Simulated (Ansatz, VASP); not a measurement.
**One calculation of LiCl, two programs**

The input INCAR:

```
  PREC = Accurate
  ENCUT = 520
  EDIFF = 1E-6
  ISMEAR = 0
  SIGMA = 0.05
  LREAL = F
  LASPH = T
  NELM = 80
  ALGO = Normal
  ISIF = 2
  LWAVE = F
  LCHARG = F
  GGA = PE
  NBANDS = 12
```

File KPOINTS:

```
regular mesh
0
Gamma
  8 8 8
```

POSCAR

```
LiCl
1.0
    0.0000000000      2.6417028000      2.5647600000
    2.6417028000      0.0000000000      2.5647600000
    2.6417028000      2.6417028000      0.0000000000
Li Cl
1 1
Direct
    0.0000000000      0.0000000000      0.0000000000
    0.5000000000      0.5000000000      0.5000000000
```

Input for Ansatz:

```yaml
crystal:
  lattice:
    - [0.0, 2.6417028, 2.56476]
    - [2.6417028, 0.0, 2.56476]
    - [2.6417028, 2.6417028, 0.0]
  atoms:
    - { symbol: Li, position: [0.0, 0.0, 0.0] }
    - { symbol: Cl, position: [0.5, 0.5, 0.5] }
basis:
  ecutwfc: 420
kpoints:
  mp_grid: { grid: [8, 8, 8] }
hamiltonian:
  xc: pbe
scf:
  occupations: { method: gaussian, width: 0.05 }
output:
  forces: true
  stress: true
  eigenvalues: true
```

Change from the starting cell: strain +0.0300 x Voigt [1, 1, 0, 0, 0, 0], atoms carried along.

Alike in both runs: task single point; functional PBE; k mesh 8 × 8 × 8; occupations gaussian, width 0.05 eV; no spin polarisation.

|  | VASP | Ansatz |
| --- | --- | --- |
| version | VASP 6.6.1 | Ansatz 0.2.0 |
| potentials or method | VASP PAW PBE potentials, release 64 (Li_sv, Cl), cutoff 520 eV | scalar-relativistic, plane waves, PAW |
| valence electrons in the cell | 10 | 10 |

```tsv
	VASP	Ansatz	Ansatz less VASP
gap on the k mesh at the Fermi level (eV)	5.99	5.98	-0.011
least direct gap on the mesh (eV)	5.99	5.98	-0.011
```

The functional is the same, so the differences come from potentials, cutoffs and numerics.

Noted on VASP's run: the cutoff is short for stress, so the pressure is rough.
